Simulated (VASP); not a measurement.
# TiO2 (P4_2/mnm) in VASP: notebook

The runs below take TiO2 through single point, with LDA.

Everything below comes from runs of VASP 6.6.1. Logs are shortened: lines on timing, memory, paths and dates and some standing lists are left out, and cuts for length are marked.

### 1 The cell of the first run

Symmetry: P4_2/mnm, No. 136, tetragonal system. Conventional cell: a = 4.610 Å, b = 4.610 Å, c = 2.840 Å, α = 90.00°, β = 90.00°, γ = 90.00°. Within 2.5 Å of Ti (site symmetry mmm) lie 6 O at 1.91 to 1.98 Å. O (site symmetry m2m) has 3 Ti at 1.91 to 1.98 Å and 1 O at 2.56 Å within 2.6 Å.

### 2 Single point, LDA (10.06 Å³/atom)

File INCAR:

```
SYSTEM = TiO2
PREC     = Accurate       ! precision mode
ENCUT    = 520            ! plane-wave cutoff, eV
EDIFF    = 1E-7           ! SCF threshold, eV
ISMEAR   = 0              ! smearing method
SIGMA    = 0.05           ! smearing width, eV
LREAL    = .FALSE.        ! projectors in reciprocal space
LASPH    = .TRUE.         ! aspherical terms in the spheres
NELM     = 80             ! most SCF steps
ALGO     = Normal         ! electronic algorithm
ISIF     = 2              ! what is computed and relaxed
LWAVE    = .FALSE.        ! write WAVECAR
LCHARG   = .FALSE.        ! write CHGCAR
NBANDS   = 33             ! bands
```

File KPOINTS:

```
Automatic mesh
0
G
  8 8 10
  0 0 0
```

File POSCAR:

```
TiO2
1.0
    4.6103898447      0.0000000000      0.0000000000
    0.0000000000      4.6103898447      0.0000000000
    0.0000000000      0.0000000000      2.8404611833
Ti O
2 4
Direct
    0.0000000000      0.0000000000      0.0000000000
    0.5000000000      0.5000000000      0.5000000000
    0.3039457556      0.3039457556      0.0000000000
    0.1960542444      0.8039457556      0.5000000000
    0.6960542444      0.6960542444      0.0000000000
    0.8039457556      0.1960542444      0.5000000000
```

Potentials or basis: VASP PAW LDA potentials, release 64 (Ti_sv, O).

The run is started by

```bash
> cat potpaw_LDA.64/Ti_sv/POTCAR potpaw_LDA.64/O/POTCAR > POTCAR
> mpirun -np 1 vasp_std > vasp.out
```

OUTCAR:

```text
SYSTEM = TiO2
   PREC = Accurate
   ENCUT = 520
   EDIFF = 1E-7
   ISMEAR = 0
   LREAL = .FALSE.
   LASPH = .TRUE.
   NELM = 80
   ISIF = 2

 ion  position               nearest neighbor table
   1  0.000  0.000  0.000-   4 1.91   6 1.91   4 1.91   6 1.91   5 1.98   3 1.98
   2  0.500  0.500  0.500-   3 1.91   5 1.91   3 1.91   5 1.91   4 1.98   6 1.98
   3  0.304  0.304  0.000-   2 1.91   2 1.91   1 1.98
   4  0.196  0.804  0.500-   1 1.91   1 1.91   2 1.98
   5  0.696  0.696  0.000-   2 1.91   2 1.91   1 1.98
   6  0.804  0.196  0.500-   1 1.91   1 1.91   2 1.98

  LATTYP: Found a simple tetragonal cell.
 ALAT       =     4.6103898447
 C/A-ratio  =     0.6161000000

  Lattice vectors:

 A1 = (   4.6103898447,   0.0000000000,   0.0000000000)
 A2 = (   0.0000000000,   4.6103898447,   0.0000000000)
 A3 = (   0.0000000000,   0.0000000000,   2.8404611833)

Analysis of symmetry for initial positions (statically):
=====================================================================
 Subroutine PRICEL returns:
 Original cell was already a primitive cell.

 Routine SETGRP: Setting up the symmetry group for a
 simple tetragonal supercell.

 Subroutine GETGRP returns: Found 16 space group operations
 (whereof  8 operations were pure point group operations)
 out of a pool of 16 trial point group operations.

The static configuration has the point symmetry D_2h.
 The point group associated with its full space group is D_4h.

Analysis of symmetry for dynamics (positions and initial velocities):
=====================================================================
 Subroutine PRICEL returns:
 Original cell was already a primitive cell.

 Routine SETGRP: Setting up the symmetry group for a
 simple tetragonal supercell.

 Subroutine GETGRP returns: Found 16 space group operations
 (whereof  8 operations were pure point group operations)
 out of a pool of 16 trial point group operations.

The dynamic configuration has the point symmetry D_2h.
 The point group associated with its full space group is D_4h.

 Subroutine INISYM returns: Found 16 space group operations
 (whereof  8 operations are pure point group operations),
 and found     1 'primitive' translations

----------------------------------------------------------------------------------------

                                     Primitive cell

  volume of cell :      60.3760

  direct lattice vectors                    reciprocal lattice vectors
     4.610389845  0.000000000  0.000000000     0.216901397  0.000000000  0.000000000
     0.000000000  4.610389845  0.000000000     0.000000000  0.216901397  0.000000000
     0.000000000  0.000000000  2.840461183     0.000000000  0.000000000  0.352055506

  length of vectors
     4.610389845  4.610389845  2.840461183     0.216901397  0.216901397  0.352055506

  position of ions in fractional coordinates (direct lattice)
     0.000000000  0.000000000  0.000000000
     0.500000000  0.500000000  0.500000000
     0.303945756  0.303945756  0.000000000
     0.196054244  0.803945756  0.500000000
     0.696054244  0.696054244  0.000000000
     0.803945756  0.196054244  0.500000000

  ion indices of the primitive-cell ions
   primitive index   ion index
                 1           1
                 2           2
                 3           3
                 4           4
                 5           5
                 6           6

----------------------------------------------------------------------------------------

 KPOINTS: Automatic mesh

Automatic generation of k-mesh.
 Grid dimensions read from file:
 generate k-points for:    8    8   10

 Generating k-lattice:

  Cartesian coordinates                     Fractional coordinates (reciprocal lattice)
     0.027112675  0.000000000  0.000000000     0.125000000  0.000000000  0.000000000
     0.000000000  0.027112675  0.000000000     0.000000000  0.125000000  0.000000000
     0.000000000  0.000000000  0.035205551     0.000000000  0.000000000  0.100000000

  Length of vectors
     0.027112675  0.027112675  0.035205551

  Shift w.r.t. Gamma in fractional coordinates (k-lattice)
     0.000000000  0.000000000  0.000000000

 Subroutine IBZKPT returns following result:
 ===========================================

 Found     90 irreducible k-points:

 Following reciprocal coordinates:
            Coordinates               Weight
  0.000000  0.000000  0.000000      1.000000
  0.125000  0.000000  0.000000      4.000000
  0.250000  0.000000  0.000000      4.000000
  0.375000  0.000000  0.000000      4.000000
  0.500000  0.000000  0.000000      2.000000
  0.125000  0.125000  0.000000      4.000000
[... 16 lines left out ...]
  0.375000  0.125000  0.100000     16.000000
  0.500000  0.125000  0.100000      8.000000
 [... further k-points ...]
   k-points           NKPTS =     90   k-points in BZ     NKDIM =     90   number of bands    NBANDS=     33
   number of dos      NEDOS =    301   number of ions     NIONS =      6
   total plane-waves  NPLWV =  31104
   dimension x,y,z NGX =    36 NGY =   36 NGZ =   24
   dimension x,y,z NGXF=    72 NGYF=   72 NGZF=   48
   ions per type =               2   4
   NGX,Y,Z   is equivalent  to a cutoff of  12.98, 12.98, 14.05 a.u.
   NGXF,Y,Z  is equivalent  to a cutoff of  25.96, 25.96, 28.09 a.u.
 SYSTEM =  TiO2
   PREC   = accura    normal or accurate (medium, high low for compatibility)
   ISTART =      0    job   : 0-new  1-cont  2-samecut
   ICHARG =      2    charge: 1-file 2-atom 10-const
   ISPIN  =      1    spin polarized calculation?
   LNONCOLLINEAR =      F non collinear calculations
   LSORBIT =      F    spin-orbit coupling
   LASPH  =      T    aspherical Exc in radial PAW
   ENCUT  =  520.0 eV  38.22 Ry    6.18 a.u.   8.57  8.57  5.28*2*pi/ulx,y,z
   NELM   =     80;   NELMIN=  2; NELMDL= -5     # of ELM steps
   EDIFF  = 0.1E-06   stopping-criterion for ELM
   LREAL  =      F    real-space projection
   EDIFFG = 0.1E-05   stopping-criterion for IOM
   NSW    =      0    number of steps for IOM
   IBRION =     -1    ionic relax: 0-MD 1-quasi-New 2-CG
   NFREE  =      0    steps in history (QN), initial steepest desc. (CG)
   ISIF   =      2    stress and relaxation
   ISYM   =      2    0-nonsym 1-usesym 2-fastsym
   POTIM  = 0.5000    time-step for ionic-motion
   TEBEG  =    0.0;   TEEND  =   0.0 temperature during run
   PSTRESS=    0.0 pullay stress
   NELECT =      48.0000    total number of electrons
   NUPDOWN=      -1.0000    fix difference up-down
   EMIN   =  10.00;   EMAX   =-10.00  energy-range for DOS
   EFERMI =   0.00;   METHOD = LEGACY
   ISMEAR =     0;   SIGMA  =   0.05  broadening in eV -4-tet -1-fermi 0-gaus
   EFERMI_NEDOS =   21; number of points for ismear=-14 and -15
   IALGO  =     38    algorithm
   IMIX   =      4    mixing-type and parameters
     AMIX     =   0.40;   BMIX     =  1.00
     AMIX_MAG =   1.60;   BMIX_MAG =  1.00
  volume/ion in A,a.u.               =      10.06        67.91
  Fermi-wavevector in a.u.,A,eV,Ry     =   1.516587  2.865933 31.293871  2.300035
  Thomas-Fermi vector in A             =   2.625956
   LORBIT       =      0    0 simple, 1 ext, 2 COOP (PROOUT), +10 PAW based schemes
   GGA     = CA    functional components
   LHFCALC =     F    Hartree Fock is set to
   AEXX    =    0.0000 exact exchange contribution
   IVDW    =     0    specifies the selected vdW correction
   LEPSILON=     F    determine dielectric tensor
   LRPA    =     F    only Hartree local field effects (RPA)
 non-spin polarized calculation
 Gauss-broadening in eV      SIGMA  =   0.05
  energy-cutoff  :      520.00
  volume of cell :       60.38
 maximum number of plane-waves:      1650
 NGX is ok and might be reduce to    36
   NGX = 17   NGY = 17   NGZ = 11

 number of electron      48.0000028 magnetization

 Free energy of the ion-electron system (eV)
  ---------------------------------------------------
  ext. energy  EPLUGINS =         0.00000000
  ---------------------------------------------------
  free energy    TOTEN  =       -58.71087045 eV

  energy without entropy =      -58.71087045  energy(sigma->0) =      -58.71087045

 E-fermi :   5.0122     XC(G=0): -12.1558

 val. band max:        4.7447371876   @ k =   0.0000   0.0000   0.0000
 cond. band min:       6.6499004126   @ k =   0.0000   0.0000   0.0000
 fundamental gap:      1.9051632250
 Fermi energy:         5.0121564045

 k-point     1 :       0.0000    0.0000    0.0000
  band No.  band energies     occupation
      1     -51.1512      2.00000
      2     -51.1307      2.00000
      3     -27.9030      2.00000
      4     -27.9030      2.00000
      5     -27.7030      2.00000
      6     -27.7030      2.00000
[... 25 lines left out ...]
     32      11.8749      0.00000
     33      11.8750      0.00000

 k-point     2 :       0.1250    0.0000    0.0000
  band No.  band energies     occupation
      1     -51.1504      2.00000
      2     -51.1315      2.00000
      3     -27.8973      2.00000
      4     -27.8967      2.00000
      5     -27.7101      2.00000
      6     -27.7095      2.00000
[... 25 lines left out ...]
     32      11.8219      0.00000
     33      11.8333      0.00000

 k-point     3 :       0.2500    0.0000    0.0000
  band No.  band energies     occupation
      1     -51.1482      2.00000
      2     -51.1337      2.00000
      3     -27.8812      2.00000
      4     -27.8794      2.00000
      5     -27.7293      2.00000
      6     -27.7274      2.00000
[... 25 lines left out ...]
     32      11.6932      0.00000
     33      11.7229      0.00000

 k-point     4 :       0.3750    0.0000    0.0000
  band No.  band energies     occupation
      1     -51.1448      2.00000
      2     -51.1370      2.00000
      3     -27.8592      2.00000
      4     -27.8569      2.00000
      5     -27.7537      2.00000
      6     -27.7512      2.00000
[... 673 lines left out ...]
     32      11.2956      0.00000
     33      11.6662      0.00000

 k-point    23 :       0.3750    0.1250    0.1000
  band No.  band energies     occupation
      1     -51.1378      2.00000
      2     -51.1309      2.00000
      3     -27.8700      2.00000
      4     -27.8305      2.00000
      5     -27.7663      2.00000
      6     -27.7239      2.00000
[... 25 lines left out ...]
     32      11.1797      0.00000
     33      11.5421      0.00000

 k-point    24 :       0.5000    0.1250    0.1000
  band No.  band energies     occupation
      1     -51.1344      2.00000
      2     -51.1344      2.00000
      3     -27.8476      2.00000
      4     -27.8476      2.00000
      5     -27.7489      2.00000
      6     -27.7489      2.00000
[... 25 lines left out ...]
     32      10.9710      0.00000
     33      11.5471      0.00000

 [... further k-points ...]

------------------------ aborting loop because EDIFF is reached ----------------------------------------

  FORCE on cell =-STRESS in cart. coord.  units (eV):
  Direction    XX          YY          ZZ          XY          YZ          ZX
  --------------------------------------------------------------------------------------
  -------------------------------------------------------------------------------------
  Total       -0.4326759     -0.4326759      4.4793825      0.0000000      0.0000000      0.0000000
  in kB      -11.4817782    -11.4817782    118.8678950      0.0000000      0.0000000      0.0000000
  external PRESSURE =      31.9681129 kB  Pullay stress =       0.0000000 kB

 VOLUME and BASIS-vectors are now :
 -----------------------------------------------------------------------------
  energy-cutoff  :      520.00
  volume of cell :       60.38
      direct lattice vectors                 reciprocal lattice vectors
     4.610389845  0.000000000  0.000000000     0.216901397  0.000000000  0.000000000
     0.000000000  4.610389845  0.000000000     0.000000000  0.216901397  0.000000000
     0.000000000  0.000000000  2.840461183     0.000000000  0.000000000  0.352055506

 POSITION                                       TOTAL-FORCE (eV/Angst)
 -----------------------------------------------------------------------------------
      0.00000      0.00000      0.00000         0.000000      0.000000      0.000000
      2.30519      2.30519      1.42023         0.000000      0.000000      0.000000
      1.40131      1.40131      0.00000        -0.081746     -0.081746     -0.000000
      0.90389      3.70650      1.42023         0.081746     -0.081746     -0.000000
      3.20908      3.20908      0.00000         0.081746      0.081746      0.000000
      3.70650      0.90389      1.42023        -0.081746      0.081746      0.000000
 -----------------------------------------------------------------------------------
    total drift:                                0.000000      0.000000      0.000000

  FREE ENERGIE OF THE ION-ELECTRON SYSTEM (eV)
  ---------------------------------------------------
  free  energy   TOTEN  =       -58.7108704503 eV

  energy  without entropy=      -58.7108704503  energy(sigma->0) =      -58.71087045
```

It took 66 s on 1 thread of Intel Xeon 6975P-C (Granite Rapids), shared host; peak memory 0.25 GiB.

What came out:

| Property | Result |
| --- | --- |
| Free energy | -58.7109 eV |
| Pressure | 3.2 GPa |
| Largest force | 0.116 eV/Å |
| Band gap on the k mesh | 1.91 eV |

Forces on the atoms (eV/Å):
```
Ti   0.000  0.000  0.000
Ti   0.000  0.000  0.000
O   -0.082 -0.082  0.000
O    0.082 -0.082  0.000
O    0.082  0.082  0.000
O   -0.082  0.082  0.000
```

Levels at points of the mesh, in eV from the valence-band top:
```
           k point  band 22  band 23  band 24  band 25  band 26  band 27
(0.00, 0.00, 0.00)    -0.42    -0.42     0.00     1.91     2.13     2.71
(0.50, 0.00, 0.00)    -1.35    -0.71    -0.71     2.62     2.62     3.31
(0.50, 0.50, 0.00)    -1.06    -1.02    -1.02     1.92     1.92     2.82
(0.00, 0.00, 0.50)    -2.33    -1.42    -1.42     3.13     3.13     3.77
(0.50, 0.00, 0.50)    -2.09    -1.01    -1.01     1.99     1.99     3.77
(0.50, 0.50, 0.50)    -1.25    -0.64    -0.64     2.75     2.75     3.35
```

Caveat: the cell stands under pressure.

### 3 Single point, LDA (10.06 Å³/atom)

File INCAR:

```
  PREC = Accurate
  ENCUT = 520
  EDIFF = 1E-6
  ISMEAR = 0
  SIGMA = 0.05
  LREAL = False
  LASPH = True
  NELM = 60
  ALGO = Normal
  ISIF = 2
  LWAVE = False
  LCHARG = True
  LELF = True
  LVHAR = True
  NBANDS = 33
```

File KPOINTS:

```
Automatic mesh
0
Gamma
  8 8 10
```

Changes to POSCAR since step 2:

```diff
@@ -2,5 +2,5 @@
 1.0
-    4.6103898447      0.0000000000      0.0000000000
-    0.0000000000      4.6103898447      0.0000000000
-    0.0000000000      0.0000000000      2.8404611833
+    4.3699373200      0.0000000000      0.0000000000
+    0.0000000000      4.3699373200      0.0000000000
+    0.0000000000      0.0000000000      3.1616496510
 Ti O
```

Potentials or basis: VASP PAW LDA potentials, release 64 (Ti_sv, O).

The run is started by

```bash
> cat potpaw_LDA.64/Ti_sv/POTCAR potpaw_LDA.64/O/POTCAR > POTCAR
> mpirun -np 1 vasp_std > vasp.out
```

Run time: 65 s. Hardware: 1 thread of Intel Xeon 6975P-C (Granite Rapids), shared host; peak memory 0.24 GiB.

Results (log left out):

```yaml
Free_energy: -58.3116 eV
Pressure: -1.9 GPa
Largest_force: 0.225 eV/Å
Band_gap_on_the_k_mesh: 1.86 eV
```

Forces in eV/Å, atoms in the order of the input:
```
Ti   0.000  0.000  0.000
Ti   0.000  0.000  0.000
O    0.159  0.159  0.000
O   -0.159  0.159  0.000
O   -0.159 -0.159  0.000
O    0.159 -0.159  0.000
```

Stress tensor (GPa, compression positive):
```
  7.91   0.00   0.00
  0.00   7.91   0.00
  0.00   0.00 -21.63
```

Levels at points of the mesh, in eV from the valence-band top:
| k point | band 21 | band 22 | band 23 | band 24 | band 25 | band 26 | band 27 | band 28 |
| --- | --- | --- | --- | --- | --- | --- | --- | --- |
| (0.00, 0.00, 0.00) | -0.85 | -0.20 | -0.20 | 0.00 | 1.86 | 2.29 | 2.29 | 2.32 |
| (0.50, 0.00, 0.00) | -2.22 | -2.22 | -0.68 | -0.68 | 2.61 | 2.61 | 3.08 | 3.08 |
| (0.50, 0.50, 0.00) | -1.70 | -1.70 | -0.73 | -0.73 | 2.03 | 2.03 | 2.34 | 2.34 |
| (0.00, 0.00, 0.50) | -2.05 | -2.05 | -1.21 | -1.21 | 2.45 | 2.45 | 3.33 | 3.33 |
| (0.50, 0.00, 0.50) | -1.98 | -1.98 | -0.96 | -0.96 | 1.98 | 1.98 | 2.58 | 2.58 |
| (0.50, 0.50, 0.50) | -1.36 | -1.36 | -0.46 | -0.46 | 2.55 | 2.55 | 2.79 | 2.79 |

A k mesh can miss the band edges. A hybrid or GW would open this gap; LDA tends to underestimate it.

### 4 Single point, LDA (8.45 Å³/atom)

This run uses another cell than the first one, of 8.45 Å³/atom.

File INCAR:

```
SYSTEM = TiO2
ALGO     = Normal         ! electronic algorithm
EDIFF    = 1E-7           ! SCF threshold, eV
ENCUT    = 520            ! plane-wave cutoff, eV
ISIF     = 2              ! what is computed and relaxed
ISMEAR   = 0              ! smearing method
LASPH    = .TRUE.         ! aspherical terms in the spheres
LCHARG   = .TRUE.         ! write CHGCAR
LELF     = .TRUE.         ! ELF
LREAL    = .FALSE.        ! projectors in reciprocal space
LVHAR    = .TRUE.       
LWAVE    = .FALSE.        ! write WAVECAR
NBANDS   = 33             ! bands
NELM     = 100            ! most SCF steps
PREC     = Accurate       ! precision mode
SIGMA    = 0.05           ! smearing width, eV
```

File KPOINTS:

```
k-points
0
G
  8 8 10
  0 0 0
```

Changes to POSCAR since step 3:

```diff
@@ -2,5 +2,5 @@
 1.0
-    4.3699373200      0.0000000000      0.0000000000
-    0.0000000000      4.3699373200      0.0000000000
-    0.0000000000      0.0000000000      3.1616496510
+    4.2923349591      0.0000000000      0.0000000000
+    0.0000000000      4.2923349591      0.0000000000
+    0.0000000000      0.0000000000      2.7528015771
 Ti O
```

The run is started by

```bash
> cat potpaw_LDA.64/Ti_sv/POTCAR potpaw_LDA.64/O/POTCAR > POTCAR
> mpirun -np 1 vasp_std > vasp.out
```

It took 2 min on 1 thread of Intel Xeon Platinum 8259CL at 2.50GHz (Skylake/Cascade Lake), shared host; peak memory 0.22 GiB.

It converged, with:

```yaml
Free_energy: -56.9576 eV
Pressure: 67.9 GPa
Largest_force: 1.126 eV/Å
Band_gap_on_the_k_mesh: 2.22 eV (least direct gap 2.23 eV)
```

Forces on the atoms (eV/Å):
```
Ti   0.000  0.000  0.000
Ti   0.000  0.000  0.000
O   -0.796 -0.796  0.000
O    0.796 -0.796  0.000
O    0.796  0.796  0.000
O   -0.796  0.796  0.000
```

Stress tensor (GPa, compression positive):
```
61.95  0.00  0.00
 0.00 61.95  0.00
 0.00  0.00 79.72
```

Levels at points of the mesh, in eV from the valence-band top:
```csv
k point,band 21,band 22,band 23,band 24,band 25,band 26,band 27,band 28
"(0.00, 0.00, 0.00)",-0.62,-0.45,-0.45,0.00,2.23,2.68,2.98,3.15
"(0.50, 0.00, 0.00)",-1.81,-1.81,-0.96,-0.96,3.26,3.26,3.96,3.96
"(0.50, 0.50, 0.00)",-1.29,-1.29,-1.04,-1.04,2.33,2.33,3.19,3.19
"(0.00, 0.00, 0.50)",-3.00,-3.00,-1.51,-1.51,3.80,3.80,4.21,4.21
"(0.50, 0.00, 0.50)",-2.52,-2.52,-1.32,-1.32,2.22,2.22,4.25,4.25
"(0.50, 0.50, 0.50)",-1.75,-1.75,-0.62,-0.62,3.18,3.18,4.01,4.01
```

Caveat: the cell stands under pressure; forces of over 1 eV/Å act on the atoms, so gaps and moduli don't describe the material at rest.

### 5 Overview

| cell | gap on the mesh (eV) | pressure (GPa) | largest force (eV/Å) |
| --- | --- | --- | --- |
| a = 4.610, b = 4.610, c = 2.840 Å, 6 atoms | 1.91 | 3.2 | 0.12 |
| a = 4.370, b = 4.370, c = 3.162 Å, 6 atoms | 1.86 | -1.9 | 0.23 |
| a = 4.292, b = 4.292, c = 2.753 Å, 6 atoms | 2.22 | 67.9 | 1.13 |

Alike in all rows: task single point; level LDA; potentials or basis VASP PAW LDA potentials, release 64 (Ti_sv, O); no spin polarisation; k mesh 8 × 8 × 10; cutoff (eV) 520; smearing gaussian 0.05 eV.

Caveats: the cell stands under pressure (at least some runs); forces of over 1 eV/Å act on the atoms, so gaps and moduli don't describe the material at rest (at least some runs).

Total energies depend on the potentials used, so only differences within one code and one set of settings carry meaning.
